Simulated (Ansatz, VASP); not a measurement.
**Two plane-wave programs on BN**

```
B N
1.0
     2.50371    0.00000    0.00000
    -1.25186    2.16828    0.00000
     0.00000    0.00000    7.03433
B N
2 2
Cartesian
  0.0000 1.4455 1.7586
  1.2519 0.7228 5.2757
  0.0000 1.4455 5.2757
  1.2519 0.7228 1.7586
```

Alike in both runs: task single point; functional PBEsol; k mesh 6 × 6 × 2; occupations gaussian, width 0.02 eV; no spin polarisation.

|  | VASP | Ansatz |
| --- | --- | --- |
| version | VASP 6.6.1 | Ansatz 0.2.0 |
| potentials or method | VASP PAW PBE potentials, release 64 (B, N), cutoff 600 eV | scalar-relativistic, plane waves, PAW |
| valence electrons in the cell | 16 | 16 |

|  | VASP | Ansatz | Ansatz less VASP |
| --- | --- | --- | --- |
| gap on the k mesh at the Fermi level (eV) | 4.26 | 4.27 | +0.007 |
| least direct gap on the mesh (eV) | 4.60 | 4.60 | +0.003 |
| pressure (GPa) | 0.3 | 0.0 | -0.28 |
| traceless stress, the component that is largest in VASP (GPa) | -0.48 | 0.04 | +0.525 |

VASP's potentials were made for PBE, not for PBEsol, and Ansatz warns of the same on its side. With one functional, cell and mesh, what is left measures potentials, basis and numerics.

The k mesh is coarse, so the values compare programs but aren't converged.
